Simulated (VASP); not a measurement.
A run of VASP 6.6.1:

File INCAR:

```
ALGO     = Normal         # electronic algorithm
EDIFF    = 1E-7           # SCF threshold, eV
ENCUT    = 520            # plane-wave cutoff, eV
GGA      = PS             # functional
ISIF     = 2              # what is computed and relaxed
ISMEAR   = -1             # smearing method
LASPH    = True           # aspherical terms in the spheres
LCHARG   = True           # write CHGCAR
LELF     = True           # ELF
LREAL    = False          # projectors in reciprocal space
LVHAR    = True         
LWAVE    = False          # write WAVECAR
NBANDS   = 16             # bands
NELM     = 80             # most SCF steps
PREC     = Accurate       # precision mode
SIGMA    = 0.05           # smearing width, eV
```

KPOINTS

```
k-points
0
Gamma
  16 16 9
```

Contents of POSCAR:

```
Ir
1.0
    2.7448628762      0.0000000000      0.0000000000
   -1.3724314381      2.3771209807      0.0000000000
    0.0000000000      0.0000000000      4.4466778595
Ir
2
Direct
    0.2733333333      0.6366666667      0.2050000000
    0.7266666667      0.3633333333      0.7950000000
```

Potentials or basis: VASP PAW PBE potentials, release 64 (Ir).

Command:

```sh
$ cat potpaw_PBE.64/Ir/POTCAR > POTCAR
$ mpirun -np 1 vasp_std > vasp.out
```

Hardware: 1 thread of Intel(R) Xeon(R) Platinum 8375C CPU @ 2.90GHz (Ice Lake), with other jobs on the host.

Estimate the wall time of this run.

Wall time 2.6 min on 1 thread of Intel(R) Xeon(R) Platinum 8375C CPU @ 2.90GHz (Ice Lake), on a shared host, peak memory 0.34 GiB. Counts: scf iterations 13, k points 617.
